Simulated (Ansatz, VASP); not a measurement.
One calculation of F, two programs

```
CELL_PARAMETERS angstrom
2.94846 -1.69458 -0.22741
2.94846 1.69458 -0.22741
-2.21702 0.00000 6.78634
ATOMIC_POSITIONS crystal
F 0.08485 0.08485 0.07402
F 0.91515 0.91515 0.92598
F 0.50157 0.50157 0.59372
F 0.49843 0.49843 0.40628
```

Alike in both runs: task single point; functional PBEsol; k mesh 4 × 4 × 2; occupations gaussian, width 0.05 eV; no spin polarisation.

|  | VASP | Ansatz |
| --- | --- | --- |
| version | VASP 6.6.1 | Ansatz 0.2.0 |
| potentials or method | VASP PAW PBE potentials, release 64 (F), cutoff 520 eV | scalar-relativistic, plane waves, PAW |
| valence electrons in the cell | 28 | 28 |

|  | VASP | Ansatz | Ansatz less VASP |
| --- | --- | --- | --- |
| gap on the k mesh at the Fermi level (eV) | 3.31 | 3.39 | +0.080 |
| least direct gap on the mesh (eV) | 3.40 | 3.48 | +0.080 |
| pressure (GPa) | 26.5 | 23.3 | -3.27 |
| traceless stress, the component that is largest in VASP (GPa) | 29.29 | 24.92 | -4.371 |
| rms of the force components (eV/Å) | 10.124 | 8.648 | -1.4768 |

VASP's potentials were made for PBE, not for PBEsol. Atom by atom the forces differ by 1.477 eV/Å (rms over components).

The k mesh is coarse, so the values compare programs but aren't converged. Noted on VASP's run: the standard files for N, O and F lose accuracy on very short bonds.
